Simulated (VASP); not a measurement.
A run of VASP 6.6.1 is set up as follows.

Contents of INCAR:

```
SYSTEM = Ge2Sb2Te5
PREC     = Accurate       ! precision mode
ENCUT    = 520            ! plane-wave cutoff, eV
EDIFF    = 1E-7           ! SCF threshold, eV
ISMEAR   = 0              ! smearing method
SIGMA    = 0.03           ! smearing width, eV
LREAL    = .FALSE.        ! projectors in reciprocal space
LASPH    = .TRUE.         ! aspherical terms in the spheres
NELM     = 80             ! most SCF steps
ALGO     = Normal         ! electronic algorithm
ISIF     = 2              ! what is computed and relaxed
LWAVE    = .FALSE.        ! write WAVECAR
LCHARG   = .FALSE.        ! write CHGCAR
GGA      = PE             ! functional
NBANDS   = 44             ! bands
```

File KPOINTS:

```
regular mesh
0
G
  12 12 2
  0 0 0
```

Contents of POSCAR:

```
Ge2Sb2Te5
1.0
    4.3952977798      0.0000000000      0.0000000000
   -2.1976488899      3.8064395345      0.0000000000
    0.0000000000      0.0000000000     17.0221092416
Ge Sb Te
2 2 5
Direct
    0.0000000000      0.0000000000      0.3314713560
    0.0000000000      0.0000000000      0.6685286440
    0.3333333333      0.6666666667      0.1121550832
    0.6666666667      0.3333333333      0.8878449168
    0.0000000000      0.0000000000      0.0000000000
    0.3333333333      0.6666666667      0.7913602895
    0.6666666667      0.3333333333      0.2086397105
    0.3333333333      0.6666666667      0.4097504733
    0.6666666667      0.3333333333      0.5902495267
```

Potentials or basis: VASP PAW PBE potentials, release 64 (Ge_d, Sb, Te).

Command:

```sh
$ cat potpaw_PBE.64/Ge_d/POTCAR potpaw_PBE.64/Sb/POTCAR potpaw_PBE.64/Te/POTCAR > POTCAR
$ mpirun -np 1 vasp_std > vasp.out
```

**Question.** Predict the largest force.

**Answer.** 0.221 eV/Å.

**Question.** Predict the band gap on the k mesh.

**Answer.** Zero (bands 34 and 35 overlap by 0.06 eV).

**Question.** What does it give for the pressure?

**Answer.** -0.2 GPa.

Forces on the atoms (eV/Å):
```
Ge   0.000  0.000 -0.053
Ge   0.000  0.000  0.053
Sb   0.000  0.000 -0.044
Sb   0.000  0.000  0.044
Te   0.000  0.000  0.000
Te   0.000  0.000 -0.157
Te   0.000  0.000  0.157
Te   0.000  0.000  0.221
Te   0.000  0.000 -0.221
```

Caveat: spin-orbit coupling is left out, which moves the levels of the heavy elements; this functional lacks dispersion, which binds layers or chains, so the pressure and a relaxed spacing across them are unreliable.
